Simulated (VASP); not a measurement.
Here is a VASP 6.6.1 calculation.

The input INCAR:

```
SYSTEM = ScB2
ALGO = Normal
EDIFF = 1E-8
ENCUT = 520
GGA = CA
IBRION = 8
ISIF = 2
ISMEAR = -1
LASPH = .True.
LCHARG = .False.
LREAL = .False.
LWAVE = .False.
NBANDS = 16
NELM = 60
NSW = 1
PREC = Accurate
SIGMA = 0.15
```

File KPOINTS:

```
k-points
0
Gamma
  18 18 12
  0 0 0
```

Contents of POSCAR:

```
ScB2
1.0
    3.0800593923      0.0000000000      0.0000000000
   -1.5400296961      2.6674096789      0.0000000000
    0.0000000000      0.0000000000      3.4304891085
Sc B
1 2
Direct
    0.0000000000      0.0000000000      0.0000000000
    0.3333333333      0.6666666667      0.5000000000
    0.6666666667      0.3333333333      0.5000000000
```

Potentials or basis: VASP PAW LDA potentials, release 64 (Sc_sv, B).

Command:

```sh
$ cat potpaw_LDA.64/Sc_sv/POTCAR potpaw_LDA.64/B/POTCAR > POTCAR
$ mpirun -np 1 vasp_std > vasp.out
```

**Question.** Predict the highest phonon frequency at Γ.

**Answer.** 815 cm⁻¹.

Phonon frequencies in cm⁻¹ (negative: imaginary):
```tsv
q point	frequencies
(0.000, 0.000, 0.000)	0 0 0 447 447 465 640 815 815
```

Caveat: the cell stands under pressure or tension, which shifts response properties.
